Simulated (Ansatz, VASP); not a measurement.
KCl: VASP beside Ansatz

```
K Cl
1.0
     0.00000    2.75711    4.13566
     2.75711    0.00000    4.13566
     2.75711    2.75711    0.00000
K Cl
1 1
Direct
  0.00000 0.00000 0.00000
  0.50000 0.50000 0.50000
```

Alike in both runs: task single point; functional r2SCAN; k mesh 8 × 8 × 8; occupations gaussian, width 0.05 eV; no spin polarisation.

```csv
,VASP,Ansatz
version,VASP 6.6.1,Ansatz 0.2.0
potentials or method,"VASP PAW PBE potentials, release 64 (K_sv, Cl), cutoff 520 eV","scalar-relativistic, plane waves, PAW"
valence electrons in the cell,16,16
```

```csv
,VASP,Ansatz,Ansatz less VASP
gap on the k mesh at the Fermi level (eV),5.14,5.14,0.000
least direct gap on the mesh (eV),5.14,5.14,0.000
pressure (GPa),7.6,7.5,-0.07
"traceless stress, the component that is largest in VASP (GPa)",-9.14,-9.01,+0.131
```

VASP's potentials were made for PBE, not for r2SCAN.
